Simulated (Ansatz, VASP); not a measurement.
**One calculation of Pt, two programs**

```
Pt
1.0
    -1.56345    1.56345    1.56345
     1.56345   -1.56345    1.56345
     1.56345    1.56345   -1.56345
Pt
1
Direct
  0.00000 0.00000 0.00000
```

Alike in both runs: functional PBEsol; k mesh 8 × 8 × 8; occupations gaussian, width 0.1 eV; no spin polarisation.

Ansatz relaxed the structure, and its values are those at the end. VASP's run is a single point on that final structure, the one shown.

|  | VASP | Ansatz |
| --- | --- | --- |
| version | VASP 6.6.1 | Ansatz 0.2.0 |
| potentials or method | VASP PAW PBE potentials, release 64 (Pt), cutoff 500 eV | scalar-relativistic, plane waves, PAW |
| valence electrons in the cell | 10 | 18 |

```tsv
	VASP	Ansatz	Ansatz less VASP
gap on the k mesh at the Fermi level (eV)	none	none	-
pressure (GPa)	-0.3	0.0	+0.33
```

VASP's potentials were made for PBE, not for PBEsol. A gap of «none» marks a metal or a gap that the smearing closes. VASP's potentials hold 10 valence electrons a cell and Ansatz's 18, so a difference there can come from the potentials and not from the codes.

Neither program's run includes spin-orbit coupling.
